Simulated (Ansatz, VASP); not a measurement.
# Bi2Te3: VASP beside Ansatz

INCAR

```
PREC     = Accurate       # precision mode
ENCUT    = 520            # plane-wave cutoff, eV
EDIFF    = 1E-6           # SCF threshold, eV
ISMEAR   = 0              # smearing method
SIGMA    = 0.01           # smearing width, eV
LREAL    = F              # projectors in reciprocal space
LASPH    = T              # aspherical terms in the spheres
NELM     = 100            # most SCF steps
ALGO     = Normal         # electronic algorithm
ISIF     = 2              # what is computed and relaxed
LWAVE    = F              # write WAVECAR
LCHARG   = F              # write CHGCAR
GGA      = PE             # functional
NBANDS   = 32             # bands
```

The input KPOINTS:

```
Automatic mesh
0
Gamma
  6 6 6
```

Contents of POSCAR:

```
Bi2Te3
1.0
    2.1930000000      1.2661290000     10.1656670000
   -2.1930000000      1.2661290000     10.1656670000
    0.0000000000     -2.5322580000     10.1656670000
Bi Te
2 3
Direct
    0.4000000000      0.4000000000      0.4000000000
    0.6131634823      0.6131634823      0.5736730354
    0.0000000000      0.0000000000      0.0000000000
    0.2095000000      0.2095000000      0.2095000000
    0.7905000000      0.7905000000      0.7905000000
```

Input for Ansatz:

```yaml
crystal:
  lattice:
    - [2.193, 1.266129, 10.165667]
    - [-2.193, 1.266129, 10.165667]
    - [0.0, -2.532258, 10.165667]
  atoms:
    - { symbol: Bi, position: [0.4, 0.4, 0.4] }
    - { symbol: Bi, position: [0.6131634822886662, 0.6131634822886662, 0.5736730354226676] }
    - { symbol: Te, position: [0.0, 0.0, 0.0] }
    - { symbol: Te, position: [0.2095, 0.2095, 0.2095] }
    - { symbol: Te, position: [0.7905, 0.7905, 0.7905] }
kpoints:
  mp_grid:
    grid: [6, 6, 6]
    shift: [0.0, 0.0, 0.0]
scf:
  occupations:
    method: fixed
output:
  forces: true
```

Alike in both runs: task single point; functional PBE; k mesh 6 × 6 × 6; no spin polarisation.

|  | VASP | Ansatz |
| --- | --- | --- |
| version | VASP 6.6.1 | Ansatz 0.2.0 |
| potentials or method | VASP PAW PBE potentials, release 64 (Bi_d, Te) | plane waves, PAW |
| plane-wave cutoff (eV) | 520 | 420 |
| occupations | gaussian, width 0.01 eV | fixed |
| valence electrons in the cell | 48 | 78 |

|  | VASP | Ansatz | Ansatz less VASP |
| --- | --- | --- | --- |
| rms of the force components (eV/Å) | 0.090 | 0.090 | -0.0001 |

Atom by atom the forces differ by 0.006 eV/Å (rms over components). VASP's potentials hold 48 valence electrons a cell and Ansatz's 78, so a difference there can come from the potentials and not from the codes.

Neither program's run includes spin-orbit coupling.
